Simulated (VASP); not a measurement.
## Nb: single point with LDA

System: Nb, a slab with vacuum.

```
Nb
1.0
     2.88205    0.00000    0.00000
    -0.96068    2.71722    0.00000
     0.00000    0.00000   20.70636
Nb
3
Direct
  0.00000 0.00000 0.38635
  0.50000 0.50000 0.50000
  0.00000 0.00000 0.61365
```

```json
{
  "Program": "VASP 6.6.1",
  "Task": "single point",
  "Functional": "LDA",
  "Potentials or basis": "VASP PAW LDA potentials, release 64 (Nb_sv)",
  "Cutoff": "520 eV",
  "k mesh": "6 × 6 × 1",
  "Occupations": "fermi-dirac, width 0.15 eV",
  "Spin": "no spin polarisation",
  "Dipole correction": "yes",
  "Electric field (eV/Å)": "-0.2 eV/Å",
  "Further INCAR settings": "ALGO = Normal; EDIFF = 1e-07; NBANDS = 26; EFIELD = -0.2"
}
```

```
Largest force          : 0.963 eV/Å
Band gap on the k mesh : zero (an odd number of electrons rules out a gap without spin polarisation)
```

Forces on the atoms (eV/Å):
```
Nb   0.000  0.000  0.955
Nb   0.000  0.000  0.008
Nb   0.000  0.000 -0.963
```

Levels at points of the mesh, in eV from the Fermi level:
| k point | band 17 | band 18 | band 19 | band 20 | band 21 | band 22 | band 23 | band 24 |
| --- | --- | --- | --- | --- | --- | --- | --- | --- |
| (0.00, 0.00, 0.00) | -0.97 | -0.59 | -0.22 | -0.17 | 0.18 | 0.81 | 1.33 | 2.45 |
| (0.50, 0.00, 0.00) | -1.60 | -1.49 | 0.00 | 0.79 | 2.09 | 2.28 | 2.66 | 2.87 |
| (0.50, 0.50, 0.00) | -1.58 | -1.08 | 0.81 | 0.99 | 1.64 | 2.15 | 3.03 | 3.46 |

Wall time 64 s on 1 thread of Intel(R) Xeon(R) 6975P-C (Granite Rapids), with other jobs on the host, peak memory 0.24 GiB.

Caveat: the k points lie up to 0.39 Å⁻¹ apart, too coarse for converged energies and pressures of a metal.
